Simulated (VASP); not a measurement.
Zr: single point with PBEsol

Zr:

```xyz
1
Lattice="-1.7979 1.7979 1.7979 1.7979 -1.7979 1.7979 1.7979 1.7979 -1.7979" Properties=species:S:1:pos:R:3 pbc="T T T"
Zr    0.0000    0.0000    0.0000
```

```
Program                : VASP 6.6.1
Task                   : single point
Functional             : PBEsol
Potentials or basis    : VASP PAW PBE potentials, release 64 (Zr_sv)
Cutoff                 : 500 eV
k mesh                 : 10 × 10 × 10
Occupations            : fermi-dirac, width 0.05 eV
Spin                   : no spin polarisation
Dipole correction      : no
Further INCAR settings : ALGO = Normal; EDIFF = 1e-06; NBANDS = 12
```

- Pressure: -5.6 GPa
- Band gap on the k mesh: zero (band 6 reaches 9.72 eV, above the bottom of band 7 at 7.94 eV)

Levels at points of the mesh, in eV from the Fermi level:
| k point | band 3 | band 4 | band 5 | band 6 | band 7 | band 8 | band 9 | band 10 |
| --- | --- | --- | --- | --- | --- | --- | --- | --- |
| (0.00, 0.00, 0.00) | -25.95 | -25.95 | -5.43 | 1.08 | 1.08 | 1.08 | 3.57 | 3.57 |
| (0.50, 0.00, 0.00) | -26.26 | -25.96 | -2.84 | -0.71 | 1.57 | 3.55 | 4.23 | 6.31 |
| (0.50, 0.50, 0.50) | -26.63 | -26.63 | -2.58 | -2.58 | 5.63 | 5.63 | 5.63 | 7.35 |

It took 7.3 s on 1 thread of Intel Xeon 6975P-C, with other jobs on the host, peak memory 0.14 GiB.

Caveat: the PAW data sets were made with another functional, which shifts forces and pressure a little.
